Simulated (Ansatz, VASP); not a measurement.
One calculation of TaRu, two programs

File INCAR:

```
SYSTEM = TaRu
ALGO     = Normal         ! electronic algorithm
EDIFF    = 1E-8           ! SCF threshold, eV
ENCUT    = 520            ! plane-wave cutoff, eV
GGA      = CA             ! functional
ISIF     = 2              ! what is computed and relaxed
ISMEAR   = -1             ! smearing method
LASPH    = .TRUE.         ! aspherical terms in the spheres
LCHARG   = .FALSE.        ! write CHGCAR
LEFG     = .TRUE.       
LREAL    = .FALSE.        ! projectors in reciprocal space
LWAVE    = .FALSE.        ! write WAVECAR
NBANDS   = 20             ! bands
NELM     = 100            ! most SCF steps
PREC     = Accurate       ! precision mode
SIGMA    = 0.05           ! smearing width, eV
```

Contents of KPOINTS:

```
k-points
0
G
  11 11 10
  0 0 0
```

POSCAR

```
TaRu
1.0
    3.0530000000      0.0000000000      0.0000000000
    0.0000000000      3.0530000000      0.0000000000
    0.0000000000      0.0000000000      3.3551100000
Ta Ru
1 1
Direct
    0.5000000000      0.5000000000      0.5000000000
    0.0000000000      0.0000000000      0.0000000000
```

Input for Ansatz:

```yaml
crystal:
  lattice:
    - [3.053, 0.0, 0.0]
    - [0.0, 3.053, 0.0]
    - [0.0, 0.0, 3.35511]
  atoms:
    - { symbol: Ta, position: [0.5, 0.5, 0.5] }
    - { symbol: Ru, position: [0.0, 0.0, 0.0] }
kpoints:
  mp_grid: { grid: [11, 11, 10] }
scf:
  occupations: { method: fermi_dirac, width: 0.05 }
hamiltonian:
  xc: lda
  pseudopotentials: { kind: paw }
output:
  forces: true
  stress: true
  eigenvalues: true
  efg: { contact_densities: true }
```

Change from the starting cell: zz strain of -1 %, PAW files.

Alike in both runs: task electric field gradients; functional LDA; k mesh 11 × 11 × 10; occupations fermi-dirac, width 0.05 eV; no spin polarisation.

```csv
,VASP,Ansatz
version,VASP 6.6.1,Ansatz 0.2.0
potentials or method,"VASP PAW LDA potentials, release 64 (Ta_pv, Ru_pv)","PAW with Ansatz's default frozen-core files, scalar-relativistic"
plane-wave cutoff (eV),520,420
valence electrons in the cell,25,29
```

VASP gave:

```
pressure (GPa)                                                : -7.2
traceless stress, the component that is largest in VASP (GPa) : 1.31
size of Vzz on the site where it differs most (V/Å²)          : 25.3
```

Question: What did Ansatz give for the same quantities?

Answer: Pressure (GPa): -8.1; traceless stress, the component that is largest in VASP (GPa): 1.42; size of Vzz on the site where it differs most (V/Å²): 17.5.

LDA's correlation is that of Perdew and Zunger in VASP and of Perdew and Wang (1992) in Ansatz. VASP's potentials hold 25 valence electrons a cell and Ansatz's 29, so a difference there can come from the potentials and not from the codes.

Neither program's run includes spin-orbit coupling.
